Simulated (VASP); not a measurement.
## TiB: single point with PBE

The system is TiB.

```
Ti B
1.0
     0.00000    2.25825    2.25825
     2.25825    0.00000    2.25825
     2.25825    2.25825    0.00000
Ti B
1 1
Direct
  0.00000 0.00000 0.00000
  0.50000 0.50000 0.50000
```

- Program: VASP 6.6.1
- Task: single point
- Functional: PBE
- Potentials or basis: VASP PAW PBE potentials, release 64 (Ti_sv, B)
- Cutoff: 500 eV
- k mesh: 9 × 9 × 9
- Occupations: fermi-dirac, width 0.1 eV
- Spin: no spin polarisation
- Dipole correction: no
- Further INCAR settings: ALGO = Normal; EDIFF = 1e-06; NBANDS = 14

```
Pressure : 1.8 GPa
```

Levels at points of the mesh, in eV from the Fermi level:
| k point | band 5 | band 6 | band 7 | band 8 | band 9 | band 10 | band 11 | band 12 |
| --- | --- | --- | --- | --- | --- | --- | --- | --- |
| (0.00, 0.00, 0.00) | -9.01 | 1.44 | 1.44 | 1.44 | 2.29 | 2.29 | 4.49 | 4.49 |

It took 8.7 s on 1 thread of Intel(R) Xeon(R) Platinum 8488C (Sapphire Rapids), on a shared host, peak memory 0.14 GiB.
